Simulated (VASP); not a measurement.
LiCl, 2 atoms in the cell. Symmetry: Fm-3m, No. 225, cubic system. Conventional cell: a = 4.964 Å, b = 4.964 Å, c = 4.964 Å, α = 90.00°, β = 90.00°, γ = 90.00°. Within 3.3 Å of Li (site symmetry m-3m) lie 6 Cl at 2.48 Å. Cl (site symmetry m-3m) has 6 Li at 2.48 Å within 3.3 Å. 

- Program: VASP 6.6.1
- Task: relaxation of cell and atoms
- Functional: LDA
- Potentials or basis: VASP PAW LDA potentials, release 64 (Li_sv, Cl)
- Cutoff: 600 eV
- k mesh: 8 × 8 × 8
- Occupations: gaussian, width 0.01 eV
- Spin: no spin polarisation
- Target pressure: 25 GPa
- Dipole correction: no
- Further INCAR settings: ALGO = Normal; EDIFF = 1e-06; IBRION = 2; EDIFFG = -0.001; NSW = 80; ISIF = 3

Potentials or basis: VASP PAW LDA potentials, release 64 (Li_sv, Cl).

Command:

```console
$ cat potpaw_LDA.64/Li_sv/POTCAR potpaw_LDA.64/Cl/POTCAR > POTCAR
$ mpirun -np 1 vasp_std > vasp.out
```

Hardware: 1 thread of Intel(R) Xeon(R) Platinum 8375C CPU @ 2.90GHz (Ice Lake) (shared host).

Task: How long does it take, and how much memory?

Result: Run time: 34 s on 1 thread of Intel(R) Xeon(R) Platinum 8375C CPU @ 2.90GHz (Ice Lake) (shared host), peak memory 0.14 GiB. Counts: scf iterations 68, k points 29, ion steps 16.
